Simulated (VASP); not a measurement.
# Na (I4_1/amd) in VASP: further runs

The runs below take Na through single point, relaxation of cell and atoms, with PBE.

Program: VASP 6.6.1. These are calculated values, not measurements. Logs are shortened: lines on timing, memory, paths and dates and some standing lists are left out, and cuts for length are marked.

### 1 The cell of the first run

The structure is tetragonal, space group I4_1/amd (No. 141). The conventional cell has a = 4.836 Å, b = 4.836 Å, c = 2.632 Å, α = 90.00°, β = 90.00°, γ = 90.00°. Within 3.3 Å of Na (site symmetry -4m2) lie 10 Na at 2.51 to 3.12 Å.

### 2 Single point, PBE

File INCAR:

```
PREC = Accurate
ENCUT = 520
EDIFF = 1E-6
ISMEAR = -1
SIGMA = 0.05
LREAL = F
LASPH = T
NELM = 60
ALGO = Normal
ISIF = 2
LWAVE = F
LCHARG = T
GGA = PE
LELF = T
LVHAR = T
NBANDS = 14
```

File KPOINTS:

```
Automatic mesh
0
Gamma
  16 16 16
```

File POSCAR:

```
Na
1.0
   -2.4181338595      2.4181338595      1.3158460238
    2.4181338595     -2.4181338595      1.3158460238
    2.4181338595      2.4181338595     -1.3158460238
Na
2
Direct
   -0.3750000000     -0.1250000000     -0.2500000000
    0.3750000000      0.1250000000      0.2500000000
```

Potentials or basis: VASP PAW PBE potentials, release 64 (Na_pv).

On the command line:

```sh
> cat potpaw_PBE.64/Na_pv/POTCAR > POTCAR
> mpirun -np 1 vasp_std > vasp.out
```

OUTCAR:

```text
PREC = Accurate
   ENCUT = 520
   EDIFF = 1E-6
   ISMEAR = -1
   LREAL = F
   LASPH = T
   NELM = 60
   ISIF = 2
   GGA = PE

 ion  position               nearest neighbor table
   1  0.625  0.875  0.750-   2 2.51   2 2.51   2 2.51   2 2.51
   2  0.375  0.125  0.250-   1 2.51   1 2.51   1 2.51   1 2.51

  LATTYP: Found a body centered tetragonal cell.
 ALAT       =     4.8362677190
 C/A-ratio  =     0.5441576440

  Lattice vectors:

 A1 = (  -2.4181338595,   2.4181338595,   1.3158460238)
 A2 = (   2.4181338595,  -2.4181338595,   1.3158460238)
 A3 = (   2.4181338595,   2.4181338595,  -1.3158460238)

Analysis of symmetry for initial positions (statically):
=====================================================================
 Subroutine PRICEL returns:
 Original cell was already a primitive cell.

 Routine SETGRP: Setting up the symmetry group for a
 body centered tetragonal supercell.

 Subroutine GETGRP returns: Found 16 space group operations
 (whereof  4 operations were pure point group operations)
 out of a pool of 16 trial point group operations.

The static configuration has the point symmetry C_2h.
 The point group associated with its full space group is D_4h.

Analysis of symmetry for dynamics (positions and initial velocities):
=====================================================================
 Subroutine PRICEL returns:
 Original cell was already a primitive cell.

 Routine SETGRP: Setting up the symmetry group for a
 body centered tetragonal supercell.

 Subroutine GETGRP returns: Found 16 space group operations
 (whereof  4 operations were pure point group operations)
 out of a pool of 16 trial point group operations.

The dynamic configuration has the point symmetry C_2h.
 The point group associated with its full space group is D_4h.

 Subroutine INISYM returns: Found 16 space group operations
 (whereof  4 operations are pure point group operations),
 and found     1 'primitive' translations

----------------------------------------------------------------------------------------

                                     Primitive cell

  volume of cell :      30.7770

  direct lattice vectors                    reciprocal lattice vectors
    -2.418133860  2.418133860  1.315846024     0.000000000  0.206771018  0.379983669
     2.418133860 -2.418133860  1.315846024     0.206771018  0.000000000  0.379983669
     2.418133860  2.418133860 -1.315846024     0.206771018  0.206771018  0.000000000

  length of vectors
     3.664177054  3.664177054  3.664177054     0.432598940  0.432598940  0.292418378

  position of ions in fractional coordinates (direct lattice)
     0.625000000  0.875000000  0.750000000
     0.375000000  0.125000000  0.250000000

  ion indices of the primitive-cell ions
   primitive index   ion index
                 1           1
                 2           2

----------------------------------------------------------------------------------------

 KPOINTS: Automatic mesh

Automatic generation of k-mesh.
 Grid dimensions read from file:
 generate k-points for:   16   16   16

 Generating k-lattice:

  Cartesian coordinates                     Fractional coordinates (reciprocal lattice)
     0.000000000  0.012923189  0.023748979     0.062500000  0.000000000  0.000000000
     0.012923189  0.000000000  0.023748979     0.000000000  0.062500000  0.000000000
     0.012923189  0.012923189  0.000000000     0.000000000  0.000000000  0.062500000

  Length of vectors
     0.027037434  0.027037434  0.018276149

  Shift w.r.t. Gamma in fractional coordinates (k-lattice)
     0.000000000  0.000000000  0.000000000

 Subroutine IBZKPT returns following result:
 ===========================================

 Found    349 irreducible k-points:

 Following reciprocal coordinates:
            Coordinates               Weight
  0.000000  0.000000  0.000000      1.000000
  0.062500  0.000000 -0.000000      8.000000
  0.125000  0.000000 -0.000000      8.000000
  0.187500  0.000000 -0.000000      8.000000
  0.250000  0.000000 -0.000000      8.000000
  0.312500  0.000000 -0.000000      8.000000
[... 16 lines left out ...]
 -0.125000  0.062500  0.000000     16.000000
 -0.062500  0.062500  0.000000      4.000000
 [... further k-points ...]
   k-points           NKPTS =    349   k-points in BZ     NKDIM =    349   number of bands    NBANDS=     14
   number of dos      NEDOS =    301   number of ions     NIONS =      2
   total plane-waves  NPLWV =  21952
   dimension x,y,z NGX =    28 NGY =   28 NGZ =   28
   dimension x,y,z NGXF=    56 NGYF=   56 NGZF=   56
   ions per type =               2
   NGX,Y,Z   is equivalent  to a cutoff of  12.70, 12.70, 12.70 a.u.
   NGXF,Y,Z  is equivalent  to a cutoff of  25.41, 25.41, 25.41 a.u.
 SYSTEM =  unknown system
   PREC   = accura    normal or accurate (medium, high low for compatibility)
   ISTART =      0    job   : 0-new  1-cont  2-samecut
   ICHARG =      2    charge: 1-file 2-atom 10-const
   ISPIN  =      1    spin polarized calculation?
   LNONCOLLINEAR =      F non collinear calculations
   LSORBIT =      F    spin-orbit coupling
   LASPH  =      T    aspherical Exc in radial PAW
   ENCUT  =  520.0 eV  38.22 Ry    6.18 a.u.   6.81  6.81  6.81*2*pi/ulx,y,z
   NELM   =     60;   NELMIN=  2; NELMDL= -5     # of ELM steps
   EDIFF  = 0.1E-05   stopping-criterion for ELM
   LREAL  =      F    real-space projection
   EDIFFG = 0.1E-04   stopping-criterion for IOM
   NSW    =      0    number of steps for IOM
   IBRION =     -1    ionic relax: 0-MD 1-quasi-New 2-CG
   NFREE  =      0    steps in history (QN), initial steepest desc. (CG)
   ISIF   =      2    stress and relaxation
   ISYM   =      2    0-nonsym 1-usesym 2-fastsym
   POTIM  = 0.5000    time-step for ionic-motion
   TEBEG  =    0.0;   TEEND  =   0.0 temperature during run
   PSTRESS=    0.0 pullay stress
   NELECT =      14.0000    total number of electrons
   NUPDOWN=      -1.0000    fix difference up-down
   EMIN   =  10.00;   EMAX   =-10.00  energy-range for DOS
   EFERMI =   0.00;   METHOD = LEGACY
   ISMEAR =    -1;   SIGMA  =   0.05  broadening in eV -4-tet -1-fermi 0-gaus
   EFERMI_NEDOS =   21; number of points for ismear=-14 and -15
   IALGO  =     38    algorithm
   IMIX   =      4    mixing-type and parameters
     AMIX     =   0.40;   BMIX     =  1.00
     AMIX_MAG =   1.60;   BMIX_MAG =  1.00
  volume/ion in A,a.u.               =      15.39       103.85
  Fermi-wavevector in a.u.,A,eV,Ry     =   1.259048  2.379256 21.567978  1.585202
  Thomas-Fermi vector in A             =   2.392627
   LORBIT       =      0    0 simple, 1 ext, 2 COOP (PROOUT), +10 PAW based schemes
   GGA     = PE    functional components
   LHFCALC =     F    Hartree Fock is set to
   AEXX    =    0.0000 exact exchange contribution
   IVDW    =     0    specifies the selected vdW correction
   LEPSILON=     F    determine dielectric tensor
   LRPA    =     F    only Hartree local field effects (RPA)
 non-spin polarized calculation
  energy-cutoff  :      520.00
  volume of cell :       30.78
 maximum number of plane-waves:       845
   NGX = 13   NGY = 13   NGZ = 13

 number of electron      14.0000019 magnetization

 Free energy of the ion-electron system (eV)
  ---------------------------------------------------
  ext. energy  EPLUGINS =         0.00000000
  ---------------------------------------------------
  free energy    TOTEN  =        -0.09292142 eV

  energy without entropy =       -0.08729335  energy(sigma->0) =       -0.09010738

 E-fermi :   4.6366     XC(G=0):  -9.3621

 val. band max:        4.6308854688   @ k =  -0.3750  -0.3750   0.1875
 cond. band min:       4.6506230652   @ k =  -0.1250  -0.3750   0.1250
 fundamental gap:      0.0197375964
 Fermi energy:         4.6366025028

 k-point     1 :       0.0000    0.0000    0.0000
  band No.  band energies     occupation
      1     -21.1930      2.00000
      2     -21.1930      2.00000
      3     -20.6935      2.00000
      4     -20.6891      2.00000
      5     -20.6581      2.00000
      6     -20.6581      2.00000
      7      -1.0212      2.00000
      8       8.4280      0.00000
      9      11.2589      0.00000
     10      11.2589      0.00000
     11      13.6292      0.00000
     12      18.6964      0.00000
     13      20.1489      0.00000
     14      22.5679      0.00000

 k-point     2 :       0.0625    0.0000   -0.0000
  band No.  band energies     occupation
      1     -21.1910      2.00000
      2     -21.1843      2.00000
      3     -20.7124      2.00000
      4     -20.7087      2.00000
      5     -20.6609      2.00000
      6     -20.6570      2.00000
      7      -0.8989      2.00000
      8       8.3854      0.00000
      9      11.1378      0.00000
     10      11.4767      0.00000
     11      13.8545      0.00000
     12      18.6032      0.00000
     13      19.6962      0.00000
     14      20.8122      0.00000

 k-point     3 :       0.1250    0.0000   -0.0000
  band No.  band energies     occupation
      1     -21.1853      2.00000
      2     -21.1603      2.00000
      3     -20.7701      2.00000
      4     -20.7565      2.00000
      5     -20.6720      2.00000
      6     -20.6540      2.00000
      7      -0.5366      2.00000
      8       8.3062      0.00000
      9      10.8901      0.00000
     10      12.0774      0.00000
     11      14.3731      0.00000
     12      17.7157      0.00000
     13      18.7783      0.00000
     14      18.7866      0.00000

 k-point     4 :       0.1875    0.0000   -0.0000
  band No.  band energies     occupation
      1     -21.1767      2.00000
      2     -21.1269      2.00000
      3     -20.8558      2.00000
      4     -20.8214      2.00000
      5     -20.6912      2.00000
      6     -20.6496      2.00000
      7       0.0532      2.00000
      8       8.2699      0.00000
      9      10.6489      0.00000
     10      12.9578      0.00000
     11      14.8481      0.00000
     12      15.9106      0.00000
     13      16.9825      0.00000
     14      18.3988      0.00000

 k-point     5 :       0.2500    0.0000   -0.0000
  band No.  band energies     occupation
      1     -21.1662      2.00000
      2     -21.0991      2.00000
      3     -20.9490      2.00000
      4     -20.8895      2.00000
      5     -20.7158      2.00000
      6     -20.6446      2.00000
      7       0.8524      2.00000
      8       8.3248      0.00000
      9      10.4022      0.00000
     10      13.8738      0.00000
     11      13.8780      0.00000
[... 276 lines left out ...]
 k-point    22 :      -0.1875    0.0625    0.0000
  band No.  band energies     occupation
      1     -21.1867      2.00000
      2     -21.1376      2.00000
      3     -20.7848      2.00000
      4     -20.7573      2.00000
      5     -20.6884      2.00000
      6     -20.6545      2.00000
      7      -0.3736      2.00000
      8       7.7538      0.00000
      9      10.6152      0.00000
     10      12.5626      0.00000
     11      15.0715      0.00000
     12      16.9786      0.00000
     13      18.2912      0.00000
     14      18.9490      0.00000

 k-point    23 :      -0.1250    0.0625    0.0000
  band No.  band energies     occupation
      1     -21.1900      2.00000
      2     -21.1701      2.00000
      3     -20.7259      2.00000
      4     -20.7088      2.00000
      5     -20.6722      2.00000
      6     -20.6557      2.00000
      7      -0.7881      2.00000
      8       7.9347      0.00000
      9      10.9306      0.00000
     10      11.7763      0.00000
     11      14.4774      0.00000
     12      18.0085      0.00000
     13      19.1479      0.00000
     14      20.8840      0.00000

 k-point    24 :      -0.0625    0.0625    0.0000
  band No.  band energies     occupation
      1     -21.1898      2.00000
      2     -21.1884      2.00000
      3     -20.7012      2.00000
      4     -20.6887      2.00000
      5     -20.6654      2.00000
      6     -20.6556      2.00000
      7      -0.9653      2.00000
      8       8.1746      0.00000
      9      11.2460      0.00000
     10      11.2912      0.00000
     11      13.9987      0.00000
     12      18.4192      0.00000
     13      19.7472      0.00000
     14      22.7069      0.00000

 [... further k-points ...]

------------------------ aborting loop because EDIFF is reached ----------------------------------------

  FORCE on cell =-STRESS in cart. coord.  units (eV):
  Direction    XX          YY          ZZ          XY          YZ          ZX
  --------------------------------------------------------------------------------------
  -------------------------------------------------------------------------------------
  Total        6.7434062      6.7434062      6.7428008      0.0000000      0.0000000      0.0000000
  in kB      351.0461107    351.0461107    351.0145917      0.0000000      0.0000000      0.0000000
  external PRESSURE =     351.0356044 kB  Pullay stress =       0.0000000 kB

 VOLUME and BASIS-vectors are now :
 -----------------------------------------------------------------------------
  energy-cutoff  :      520.00
  volume of cell :       30.78
      direct lattice vectors                 reciprocal lattice vectors
    -2.418133860  2.418133860  1.315846024     0.000000000  0.206771018  0.379983669
     2.418133860 -2.418133860  1.315846024     0.206771018  0.000000000  0.379983669
     2.418133860  2.418133860 -1.315846024     0.206771018  0.206771018  0.000000000

 POSITION                                       TOTAL-FORCE (eV/Angst)
 -----------------------------------------------------------------------------------
      2.41813      1.20907      0.98688        -0.000000     -0.000000     -0.000000
      0.00000      1.20907      0.32896         0.000000      0.000000      0.000000
 -----------------------------------------------------------------------------------
    total drift:                                0.000000      0.000000      0.000000

  FREE ENERGIE OF THE ION-ELECTRON SYSTEM (eV)
  ---------------------------------------------------
  free  energy   TOTEN  =        -0.0929214172 eV

  energy  without entropy=       -0.0872933465  energy(sigma->0) =       -0.09010738
```

Wall time 3.7 min (1 thread of Intel Xeon 8259CL, shared host); peak memory 0.23 GiB.

What came out:

- Free energy: -0.0929 eV
- Pressure: 35.1 GPa
- Band gap on the k mesh: zero (bands 7 and 8 overlap by 4.27 eV)

Levels at points of the mesh, in eV from the Fermi level:
```tsv
k point	band 4	band 5	band 6	band 7	band 8	band 9	band 10	band 11
(0.00, 0.00, 0.00)	-25.33	-25.29	-25.29	-5.66	3.79	6.62	6.62	8.99
(0.50, 0.00, 0.00)	-25.50	-25.45	-25.27	0.71	1.52	4.60	6.68	7.95
(0.50, 0.50, 0.00)	-25.59	-25.30	-25.30	-2.36	-2.36	8.76	8.76	9.44
(0.50, 0.50, 0.50)	-25.33	-25.23	-25.23	0.02	0.02	1.56	1.56	14.08
```

Caveat: the cell stands under pressure.

### 3 Relaxation of cell and atoms, PBE, target pressure 35 GPa, at which the enthalpy is minimised

This run uses another cell than the first one, of 15.53 Å³/atom.

File INCAR:

```
  PREC = Accurate
  ENCUT = 600
  EDIFF = 1E-7
  ISMEAR = -1
  SIGMA = 0.05
  LREAL = False
  LASPH = True
  NELM = 100
  ALGO = Normal
  ISIF = 3
  LWAVE = False
  LCHARG = False
  GGA = PE
  IBRION = 2
  NSW = 60
  EDIFFG = -0.005
  PSTRESS = 350.0
```

File KPOINTS:

```
regular mesh
0
Gamma
  16 16 16
```

File POSCAR:

```
Na
1.0
   -2.4171101355      2.4171101355      1.3294105745
    2.4171101355     -2.4171101355      1.3294105745
    2.4171101355      2.4171101355     -1.3294105745
Na
2
Direct
   -0.3750000000     -0.1250000000     -0.2500000000
    0.3750000000      0.1250000000      0.2500000000
```

Potentials or basis: VASP PAW PBE potentials, release 64 (Na_pv).

On the command line:

```sh
> cat potpaw_PBE.64/Na_pv/POTCAR > POTCAR
> mpirun -np 1 vasp_std > vasp.out
```

It took 4 min on 1 thread of Intel Xeon 6975P-C (Granite Rapids), shared host; peak memory 0.25 GiB.

It converged, with:

```
Free energy                                                : -0.0970 eV
Relaxed volume                                             : 15.40 Å³/atom
Relaxed cell                                               : a = 3.665 Å, b = 3.665 Å, c = 3.665 Å, α = 97.41°, β = 97.41°, γ = 137.90°
Space group after relaxing (to 0.1 Å)                      : I4_1/amd (No. 141)
Energy change on relaxing (the run minimises the enthalpy) : +29.2 meV/atom
Ionic steps                                                : 5
Pressure after relaxing                                    : 35.0 GPa
Band gap on the k mesh                                     : zero (bands 7 and 8 overlap by 4.27 eV)
```

Step by step:
| step | energy change (eV) | largest force (eV/Å) | pressure (GPa) | volume (Å³) |
| --- | --- | --- | --- | --- |
| 1 | 0.0000 | 0.0000 | 34.11 | 31.07 |
| 2 | 0.0841 | 0.0000 | 35.42 | 30.68 |
| 3 | 0.0620 | 0.0000 | 35.06 | 30.78 |
| 4 | 0.0610 | 0.0000 | 35.07 | 30.78 |
| 5 | 0.0584 | 0.0000 | 35.00 | 30.80 |

Final structure:
```
Na
1.0
    -2.41839    2.41839    1.31634
     2.41839   -2.41839    1.31634
     2.41839    2.41839   -1.31634
Na
2
Direct
  0.62500 0.87500 0.75000
  0.37500 0.12500 0.25000
```

Levels at points of the mesh, in eV from the Fermi level:
```
           k point  band 5  band 6  band 7  band 8  band 9  band 10
(0.00, 0.00, 0.00)  -25.29  -25.29   -5.66    3.79    6.62     6.62
(0.50, 0.00, 0.00)  -25.44  -25.27    0.71    1.51    4.60     6.68
(0.50, 0.50, 0.00)  -25.30  -25.30   -2.36   -2.36    8.76     8.76
(0.50, 0.50, 0.50)  -25.23  -25.23    0.02    0.02    1.56     1.56
```

Caveat: the cell is relaxed towards a set pressure, so the run minimises the enthalpy, not the energy.
